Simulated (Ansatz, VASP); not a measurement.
## P in VASP and in Ansatz

```
P
1.0
     3.31351   -0.01920    0.00466
    -0.20384   34.32378   -0.25780
     0.00629   -0.03280    4.46764
P
4
Direct
  0.99667 0.96927 0.58073
  0.00335 0.03070 0.41927
  0.50428 0.03073 0.08759
  0.49571 0.96930 0.91242
```

Change from the starting cell: cell sheared at random, sigma 0.01, atoms nudged by 0.01 Å; relaxed back.

Alike in both runs: functional PBEsol; k mesh 8 × 1 × 6; occupations gaussian, width 0.05 eV; no spin polarisation.

Ansatz relaxed the structure, and its values are those at the end. VASP's run is a single point on that final structure, the one shown.

|  | VASP | Ansatz |
| --- | --- | --- |
| version | VASP 6.6.1 | Ansatz 0.2.0 |
| potentials or method | VASP PAW PBE potentials, release 64 (P), cutoff 520 eV | scalar-relativistic, plane waves, PAW |
| valence electrons in the cell | 20 | 20 |

```tsv
	VASP	Ansatz	Ansatz less VASP
gap on the k mesh at the Fermi level (eV)	0.80	0.79	-0.016
least direct gap on the mesh (eV)	0.80	0.79	-0.016
rms of the force components (eV/Å)	0.013	0.003	-0.0106
```

VASP's potentials were made for PBE, not for PBEsol. With one functional, cell and mesh, what is left measures potentials, basis and numerics. Ansatz's warnings: stress scf threshold loose.
